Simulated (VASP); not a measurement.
Write the native input for VASP 6.6.1 that does the following.

```
Task                   : single point
Functional             : PBE
Potentials or basis    : VASP PAW PBE potentials, release 64 (As)
Cutoff                 : 520 eV
k mesh                 : 5 × 5 × 5
Occupations            : fermi-dirac, width 0.1 eV
Spin                   : no spin polarisation
Dipole correction      : no
Further INCAR settings : ALGO = Normal; EDIFF = 1e-06; NBANDS = 12
```

The structure of As lies in POSCAR:

```
As
1.0
    1.9036109523      1.0990502958      3.6081612956
   -1.9036109523      1.0990502958      3.6081612956
    0.0000000000     -2.1981005915      3.6081612956
As
2
Direct
    0.7737100447      0.7737100447      0.7737100447
    0.2262899553      0.2262899553      0.2262899553
```

The input as run:

INCAR

```
SYSTEM = As
PREC = Accurate
ENCUT = 520
EDIFF = 1E-6
ISMEAR = -1
SIGMA = 0.1
LREAL = .False.
LASPH = .True.
NELM = 80
ALGO = Normal
ISIF = 2
LWAVE = .False.
LCHARG = .False.
GGA = PE
NBANDS = 12
```

KPOINTS

```
Automatic mesh
0
Gamma
  5 5 5
  0 0 0
```

Potentials or basis: VASP PAW PBE potentials, release 64 (As).

Command:

```sh
$ cat potpaw_PBE.64/As/POTCAR > POTCAR
$ mpirun -np 1 vasp_std > vasp.out
```

Results of the run:

```yaml
Pressure: -0.1 GPa
Largest_force: 0.116 eV/Å
Band_gap_on_the_k_mesh: zero (filled and empty bands overlap)
```

Caveat: the k points lie up to 0.40 Å⁻¹ apart.

Wall time 14 s on 1 thread of Intel Xeon 8259CL, with other jobs on the host, peak memory 0.17 GiB.
